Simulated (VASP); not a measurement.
Be3Al2, 5 atoms in the cell. Symmetry: Cmmm, No. 65, orthorhombic system. The conventional cell has a = 4.978 Å, b = 7.972 Å, c = 3.939 Å, α = 90.00°, β = 90.00°, γ = 90.00°. Within 3.2 Å of Be (site symmetry mmm) lie 4 Al at 2.35 Å and 6 Be at 2.49 to 3.17 Å. Within 2.6 Å of Be (site symmetry mmm) lie 4 Be at 1.97 to 2.49 Å and 4 Al at 2.35 Å. Be (site symmetry mmm) has 2 Be at 1.97 Å within 2.6 Å. Within 3.1 Å of Al (site symmetry 2/m) lie 8 Be at 2.35 to 3.07 Å and 2 Al at 2.49 Å. The cell was generated, and may not be a known phase.

| Property | Result |
| --- | --- |
| Program | VASP 6.6.1 |
| Task | relaxation of cell and atoms |
| Functional | PBE |
| Potentials or basis | VASP PAW PBE potentials, release 64 (Be, Al) |
| Cutoff | 600 eV |
| k mesh | 10 × 10 × 10 |
| Occupations | gaussian, width 0.1 eV |
| Spin | no spin polarisation |
| Dipole correction | no |
| Further INCAR settings | ALGO = Fast; EDIFF = 1e-06; IBRION = 2; EDIFFG = -0.01; NSW = 100; ISIF = 3 |

Potentials or basis: VASP PAW PBE potentials, release 64 (Be, Al).

Command:

```bash
$ cat potpaw_PBE.64/Be/POTCAR potpaw_PBE.64/Al/POTCAR > POTCAR
$ mpirun -np 1 vasp_std > vasp.out
```

Hardware: 1 thread of Oxide Virtual Turin-like Processor (shared host).

Task: Estimate the wall time of this run.

Result: It took 8.6 min on 1 thread of Oxide Virtual Turin-like Processor, on a shared host, peak memory 0.32 GiB. Counts: scf iterations 28, k points 186, ion steps 4.
